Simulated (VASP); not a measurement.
# HfN (Immm) in VASP: notebook

HfN is run at these levels: PBE; tasks: single point.

Program: VASP 6.6.1. These are calculated values, not measurements. Logs are shortened: lines on timing, memory, paths and dates and some standing lists are left out, and cuts for length are marked.

## 1. The cell of the first run

The structure is orthorhombic, space group Immm (No. 71). Conventional cell: a = 3.135 Å, b = 3.255 Å, c = 4.518 Å, α = 90.00°, β = 90.00°, γ = 90.00°. Hf (site symmetry mmm) has 6 N at 2.26 Å within 3.0 Å. N (site symmetry mmm) has 6 Hf at 2.26 Å within 3.0 Å.

## 2. Single point, PBE (strain +0.0375 x Voigt [0, 0, 0, 1, 0, 0])

Contents of INCAR:

```
SYSTEM = HfN
PREC = Accurate
ENCUT = 520
EDIFF = 1E-6
ISMEAR = 0
SIGMA = 0.15
LREAL = .FALSE.
LASPH = .TRUE.
NELM = 80
ALGO = Normal
ISIF = 2
LWAVE = .FALSE.
LCHARG = .FALSE.
GGA = PE
NBANDS = 14
```

Contents of KPOINTS:

```
Automatic mesh
0
G
  18 18 18
  0 0 0
```

Contents of POSCAR:

```
HfN
1.0
    0.0000000000      2.3013562500      2.3013562500
    2.2590000000      0.0423562500      2.2590000000
    2.2590000000      2.2590000000      0.0423562500
Hf N
1 1
Direct
    0.0000000000      0.0000000000      0.0000000000
    0.5000000000      0.5000000000      0.5000000000
```

Potentials or basis: VASP PAW PBE potentials, release 64 (Hf_pv, N).

Started as:

```
> cat potpaw_PBE.64/Hf_pv/POTCAR potpaw_PBE.64/N/POTCAR > POTCAR
> mpirun -np 1 vasp_std > vasp.out
```

OUTCAR:

```text
SYSTEM = HfN
   PREC = Accurate
   ENCUT = 520
   EDIFF = 1E-6
   ISMEAR = 0
   LREAL = .FALSE.
   LASPH = .TRUE.
   NELM = 80
   ISIF = 2
   GGA = PE

 ion  position               nearest neighbor table
   1  0.000  0.000  0.000-   2 2.26   2 2.26   2 2.26   2 2.26   2 2.26   2 2.26
   2  0.500  0.500  0.500-   1 2.26   1 2.26   1 2.26   1 2.26   1 2.26   1 2.26

  LATTYP: Found a body centered orthorhombic cell.
 ALAT       =     3.1348076542
 B/A-ratio  =     1.0382165605
 C/A-ratio  =     1.4412367515

  Lattice vectors:

 A1 = (  -2.2590000000,   2.2590000000,   0.0423562500)
 A2 = (  -2.2590000000,  -2.2590000000,  -0.0423562500)
 A3 = (   2.2590000000,   0.0423562500,   2.2590000000)

Analysis of symmetry for initial positions (statically):
=====================================================================
 Subroutine PRICEL returns:
 Original cell was already a primitive cell.

 Routine SETGRP: Setting up the symmetry group for a
 body centered orthorhombic supercell.

 Subroutine GETGRP returns: Found  8 space group operations
 (whereof  8 operations were pure point group operations)
 out of a pool of  8 trial point group operations.

The static configuration has the point symmetry D_2h.

Analysis of symmetry for dynamics (positions and initial velocities):
=====================================================================
 Subroutine PRICEL returns:
 Original cell was already a primitive cell.

 Routine SETGRP: Setting up the symmetry group for a
 body centered orthorhombic supercell.

 Subroutine GETGRP returns: Found  8 space group operations
 (whereof  8 operations were pure point group operations)
 out of a pool of  8 trial point group operations.

The dynamic configuration has the point symmetry D_2h.

 Subroutine INISYM returns: Found  8 space group operations
 (whereof  8 operations are pure point group operations),
 and found     1 'primitive' translations

----------------------------------------------------------------------------------------

                                     Primitive cell

  volume of cell :      23.0476

  direct lattice vectors                    reciprocal lattice vectors
     0.000000000  2.301356250  2.301356250    -0.221336875  0.217263190  0.217263190
     2.259000000  0.042356250  2.259000000     0.221336875 -0.225566242  0.225566242
     2.259000000  2.259000000  0.042356250     0.221336875  0.225566242 -0.225566242

  length of vectors
     3.254609221  3.194989210  3.194989210     0.378677435  0.388265722  0.388265722

  position of ions in fractional coordinates (direct lattice)
     0.000000000  0.000000000  0.000000000
     0.500000000  0.500000000  0.500000000

  ion indices of the primitive-cell ions
   primitive index   ion index
                 1           1
                 2           2

----------------------------------------------------------------------------------------

 KPOINTS: Automatic mesh

Automatic generation of k-mesh.
 Grid dimensions read from file:
 generate k-points for:   18   18   18

 Generating k-lattice:

  Cartesian coordinates                     Fractional coordinates (reciprocal lattice)
    -0.012296493  0.012070177  0.012070177     0.055555556  0.000000000  0.000000000
     0.012296493 -0.012531458  0.012531458     0.000000000  0.055555556  0.000000000
     0.012296493  0.012531458 -0.012531458     0.000000000  0.000000000  0.055555556

  Length of vectors
     0.021037635  0.021570318  0.021570318

  Shift w.r.t. Gamma in fractional coordinates (k-lattice)
     0.000000000  0.000000000  0.000000000

 Subroutine IBZKPT returns following result:
 ===========================================

 Found    865 irreducible k-points:

 Following reciprocal coordinates:
            Coordinates               Weight
  0.000000  0.000000  0.000000      1.000000
  0.055556  0.000000  0.000000      4.000000
  0.111111  0.000000  0.000000      4.000000
  0.166667  0.000000  0.000000      4.000000
  0.222222  0.000000  0.000000      4.000000
  0.277778  0.000000  0.000000      4.000000
[... 16 lines left out ...]
 -0.333333  0.055556 -0.000000      8.000000
 -0.277778  0.055556 -0.000000      8.000000
 [... further k-points ...]
   k-points           NKPTS =    865   k-points in BZ     NKDIM =    865   number of bands    NBANDS=     14
   number of dos      NEDOS =    301   number of ions     NIONS =      2
   total plane-waves  NPLWV =  13824
   dimension x,y,z NGX =    24 NGY =   24 NGZ =   24
   dimension x,y,z NGXF=    48 NGYF=   48 NGZF=   48
   ions per type =               1   1
   NGX,Y,Z   is equivalent  to a cutoff of  12.26, 12.49, 12.49 a.u.
   NGXF,Y,Z  is equivalent  to a cutoff of  24.52, 24.98, 24.98 a.u.
 SYSTEM =  HfN
   PREC   = accura    normal or accurate (medium, high low for compatibility)
   ISTART =      0    job   : 0-new  1-cont  2-samecut
   ICHARG =      2    charge: 1-file 2-atom 10-const
   ISPIN  =      1    spin polarized calculation?
   LNONCOLLINEAR =      F non collinear calculations
   LSORBIT =      F    spin-orbit coupling
   LASPH  =      T    aspherical Exc in radial PAW
   ENCUT  =  520.0 eV  38.22 Ry    6.18 a.u.   6.05  5.94  5.94*2*pi/ulx,y,z
   NELM   =     80;   NELMIN=  2; NELMDL= -5     # of ELM steps
   EDIFF  = 0.1E-05   stopping-criterion for ELM
   LREAL  =      F    real-space projection
   EDIFFG = 0.1E-04   stopping-criterion for IOM
   NSW    =      0    number of steps for IOM
   IBRION =     -1    ionic relax: 0-MD 1-quasi-New 2-CG
   NFREE  =      0    steps in history (QN), initial steepest desc. (CG)
   ISIF   =      2    stress and relaxation
   ISYM   =      2    0-nonsym 1-usesym 2-fastsym
   POTIM  = 0.5000    time-step for ionic-motion
   TEBEG  =    0.0;   TEEND  =   0.0 temperature during run
   PSTRESS=    0.0 pullay stress
   NELECT =      15.0000    total number of electrons
   NUPDOWN=      -1.0000    fix difference up-down
   EMIN   =  10.00;   EMAX   =-10.00  energy-range for DOS
   EFERMI =   0.00;   METHOD = LEGACY
   ISMEAR =     0;   SIGMA  =   0.15  broadening in eV -4-tet -1-fermi 0-gaus
   EFERMI_NEDOS =   21; number of points for ismear=-14 and -15
   IALGO  =     38    algorithm
   IMIX   =      4    mixing-type and parameters
     AMIX     =   0.40;   BMIX     =  1.00
     AMIX_MAG =   1.60;   BMIX_MAG =  1.00
  volume/ion in A,a.u.               =      11.52        77.77
  Fermi-wavevector in a.u.,A,eV,Ry     =   1.418720  2.680991 27.385337  2.012766
  Thomas-Fermi vector in A             =   2.539816
   LORBIT       =      0    0 simple, 1 ext, 2 COOP (PROOUT), +10 PAW based schemes
   GGA     = PE    functional components
   LHFCALC =     F    Hartree Fock is set to
   AEXX    =    0.0000 exact exchange contribution
   IVDW    =     0    specifies the selected vdW correction
   LEPSILON=     F    determine dielectric tensor
   LRPA    =     F    only Hartree local field effects (RPA)
 non-spin polarized calculation
 Gauss-broadening in eV      SIGMA  =   0.15
  energy-cutoff  :      520.00
  volume of cell :       23.05
 maximum number of plane-waves:       632
   NGX = 13   NGY = 11   NGZ = 11

 number of electron      15.0000000 magnetization

 Free energy of the ion-electron system (eV)
  ---------------------------------------------------
  ext. energy  EPLUGINS =         0.00000000
  ---------------------------------------------------
  free energy    TOTEN  =       -21.74518091 eV

  energy without entropy =      -21.73800725  energy(sigma->0) =      -21.74159408

 E-fermi :   8.3762     XC(G=0): -12.7345

 val. band max:        8.3740101306   @ k =   0.1667   0.4444  -0.0000
 cond. band min:       8.3778861183   @ k =   0.1111   0.0000   0.0000
 fundamental gap:      0.0038759877
 Fermi energy:         8.3761660148

 k-point     1 :       0.0000    0.0000    0.0000
  band No.  band energies     occupation
      1     -22.7869      2.00000
      2     -22.7675      2.00000
      3     -22.7401      2.00000
      4      -9.1223      2.00000
      5       5.2691      2.00000
      6       5.3576      2.00000
      7       5.4698      2.00000
      8       7.7535      2.00000
      9       7.9741      1.99985
     10       8.3417      1.25445
     11      10.2305      0.00000
     12      10.3761      0.00000
     13      10.3823      0.00000
     14      17.9675      0.00000

 k-point     2 :       0.0556    0.0000    0.0000
  band No.  band energies     occupation
      1     -22.8131      2.00000
      2     -22.7742      2.00000
      3     -22.7428      2.00000
      4      -9.0518      2.00000
      5       4.9511      2.00000
      6       5.1438      2.00000
      7       5.2921      2.00000
      8       7.8813      2.00000
      9       8.1018      1.99030
     10       8.4442      0.52114
     11      10.4458      0.00000
     12      10.6103      0.00000
     13      10.6108      0.00000
     14      18.1920      0.00000

 k-point     3 :       0.1111    0.0000    0.0000
  band No.  band energies     occupation
      1     -22.8995      2.00000
      2     -22.7815      2.00000
      3     -22.7505      2.00000
      4      -8.8471      2.00000
      5       4.1798      2.00000
      6       4.6796      2.00000
      7       4.8589      2.00000
      8       8.1494      1.96749
      9       8.3779      0.98706
     10       8.7201      0.00118
     11      11.0191      0.00000
     12      11.2381      0.00000
     13      11.2385      0.00000
     14      18.8292      0.00000

 k-point     4 :       0.1667    0.0000    0.0000
  band No.  band energies     occupation
      1     -23.0306      2.00000
      2     -22.7905      2.00000
      3     -22.7624      2.00000
      4      -8.5280      2.00000
      5       3.2577      2.00000
      6       4.1258      2.00000
      7       4.3300      2.00000
      8       8.4505      0.48342
      9       8.7528      0.00038
     10       9.1330      0.00000
     11      11.7928      0.00000
     12      12.1148      0.00000
     13      12.1256      0.00000
     14      19.7629      0.00000

 k-point     5 :       0.2222    0.0000    0.0000
  band No.  band energies     occupation
      1     -23.1868      2.00000
      2     -22.8012      2.00000
      3     -22.7769      2.00000
      4      -8.1244      2.00000
      5       2.3226      2.00000
      6       3.5821      2.00000
      7       3.8069      2.00000
      8       8.7815      0.00013
      9       9.2570      0.00000
     10       9.6632      0.00000
     11      12.6056      0.00000
[... 276 lines left out ...]
 k-point    22 :      -0.3889    0.0556   -0.0000
  band No.  band energies     occupation
      1     -23.6321      2.00000
      2     -22.8539      2.00000
      3     -22.8270      2.00000
      4      -6.7298      2.00000
      5      -0.0691      2.00000
      6       2.3356      2.00000
      7       2.6816      2.00000
      8      10.3714      0.00000
      9      11.2145      0.00000
     10      12.0596      0.00000
     11      13.6710      0.00000
     12      15.9904      0.00000
     13      16.7696      0.00000
     14      20.2279      0.00000

 k-point    23 :      -0.3333    0.0556   -0.0000
  band No.  band energies     occupation
      1     -23.5324      2.00000
      2     -22.8474      2.00000
      3     -22.8143      2.00000
      4      -7.0800      2.00000
      5       0.4556      2.00000
      6       2.5474      2.00000
      7       2.9540      2.00000
      8       9.7541      0.00000
      9      10.5509      0.00000
     10      11.6438      0.00000
     11      13.6339      0.00000
     12      15.1565      0.00000
     13      16.0447      0.00000
     14      20.4853      0.00000

 k-point    24 :      -0.2778    0.0556   -0.0000
  band No.  band energies     occupation
      1     -23.3988      2.00000
      2     -22.8367      2.00000
      3     -22.8003      2.00000
      4      -7.5034      2.00000
      5       1.1445      2.00000
      6       2.8645      2.00000
      7       3.3254      2.00000
      8       9.2346      0.00000
      9       9.8747      0.00000
     10      11.0111      0.00000
     11      13.1134      0.00000
     12      14.3762      0.00000
     13      15.1181      0.00000
     14      20.5809      0.00000

 [... further k-points ...]

------------------------ aborting loop because EDIFF is reached ----------------------------------------

  FORCE on cell =-STRESS in cart. coord.  units (eV):
  Direction    XX          YY          ZZ          XY          YZ          ZX
  --------------------------------------------------------------------------------------
  -------------------------------------------------------------------------------------
  Total        0.4333731      0.4666606      0.4666606     -0.0000000     -0.6565594      0.0000000
  in kB       30.1263553     32.4403659     32.4403659     -0.0000000    -45.6413685      0.0000000
  external PRESSURE =      31.6690290 kB  Pullay stress =       0.0000000 kB

 VOLUME and BASIS-vectors are now :
 -----------------------------------------------------------------------------
  energy-cutoff  :      520.00
  volume of cell :       23.05
      direct lattice vectors                 reciprocal lattice vectors
     0.000000000  2.301356250  2.301356250    -0.221336875  0.217263190  0.217263190
     2.259000000  0.042356250  2.259000000     0.221336875 -0.225566242  0.225566242
     2.259000000  2.259000000  0.042356250     0.221336875  0.225566242 -0.225566242

 POSITION                                       TOTAL-FORCE (eV/Angst)
 -----------------------------------------------------------------------------------
      0.00000      0.00000      0.00000        -0.000000      0.000000     -0.000000
      2.25900      2.30136      2.30136         0.000000     -0.000000      0.000000
 -----------------------------------------------------------------------------------
    total drift:                                0.000000     -0.000000     -0.000000

  FREE ENERGIE OF THE ION-ELECTRON SYSTEM (eV)
  ---------------------------------------------------
  free  energy   TOTEN  =       -21.7451809080 eV

  energy  without entropy=      -21.7380072493  energy(sigma->0) =      -21.74159408
```

Wall time 5.3 min (1 thread of Intel Xeon 8259CL, shared host); peak memory 0.39 GiB.

What came out:

```
Free energy            : -21.7452 eV
Pressure               : 3.2 GPa
Band gap on the k mesh : zero (an odd number of electrons rules out a gap without spin polarisation)
```

Caveat: the cell differs from its parent crystal (strain +0.0375 x Voigt [0, 0, 0, 1, 0, 0]); the cell stands under pressure; spin-orbit coupling is left out, which moves the levels of the heavy elements.

## 3. Single point, PBE (strain +0.0187 x Voigt [0, 0, 0, 1, 0, 0])

Contents of INCAR:

```
ALGO = Normal
EDIFF = 1E-6
ENCUT = 520
GGA = PE
ISIF = 2
ISMEAR = 0
LASPH = True
LCHARG = False
LREAL = False
LWAVE = False
NBANDS = 14
NELM = 100
PREC = Accurate
SIGMA = 0.15
```

Contents of KPOINTS:

```
k-points
0
Gamma
  18 18 18
```

Contents of POSCAR:

```
HfN
1.0
    0.0000000000      2.2801216500      2.2801216500
    2.2590000000      0.0211216500      2.2590000000
    2.2590000000      2.2590000000      0.0211216500
Hf N
1 1
Direct
    0.0000000000      0.0000000000      0.0000000000
    0.5000000000      0.5000000000      0.5000000000
```

Potentials or basis: VASP PAW PBE potentials, release 64 (Hf_pv, N).

Started as:

```
> cat potpaw_PBE.64/Hf_pv/POTCAR potpaw_PBE.64/N/POTCAR > POTCAR
> mpirun -np 1 vasp_std > vasp.out
```

Run time: 5.3 min. Hardware: 1 thread of Intel Xeon 8259CL, shared host; peak memory 0.39 GiB.

Results (log left out):

```yaml
Free_energy: -21.7545 eV
Pressure: 3.1 GPa
Band_gap_on_the_k_mesh: zero (an odd number of electrons rules out a gap without spin polarisation)
```

Stress tensor (GPa, compression positive):
```
 3.03  0.00  0.00
 0.00  3.09 -2.26
 0.00 -2.26  3.09
```

Levels at points of the mesh, in eV from the Fermi level:
| k point | band 4 | band 5 | band 6 | band 7 | band 8 | band 9 | band 10 | band 11 | band 12 | band 13 |
| --- | --- | --- | --- | --- | --- | --- | --- | --- | --- | --- |
| (0.00, 0.00, 0.00) | -17.50 | -3.07 | -3.02 | -2.97 | -0.48 | -0.36 | -0.19 | 1.82 | 1.98 | 1.98 |
| (0.50, 0.00, 0.00) | -14.80 | -8.89 | -6.19 | -6.06 | 3.17 | 3.62 | 3.77 | 4.47 | 8.77 | 8.82 |
| (0.00, 0.50, 0.00) | -14.77 | -8.87 | -6.29 | -6.17 | 3.27 | 3.66 | 3.93 | 4.41 | 8.87 | 8.91 |
| (0.50, 0.50, 0.00) | -16.41 | -5.41 | -3.80 | -3.69 | -3.69 | 4.10 | 5.46 | 5.53 | 5.66 | 8.02 |
| (0.00, 0.50, 0.50) | -16.41 | -5.41 | -3.80 | -3.76 | -3.62 | 4.11 | 5.53 | 5.54 | 5.60 | 8.01 |

Caveat: the cell differs from its parent crystal (strain +0.0187 x Voigt [0, 0, 0, 1, 0, 0]); the cell stands under pressure; spin-orbit coupling is left out, which moves the levels of the heavy elements.
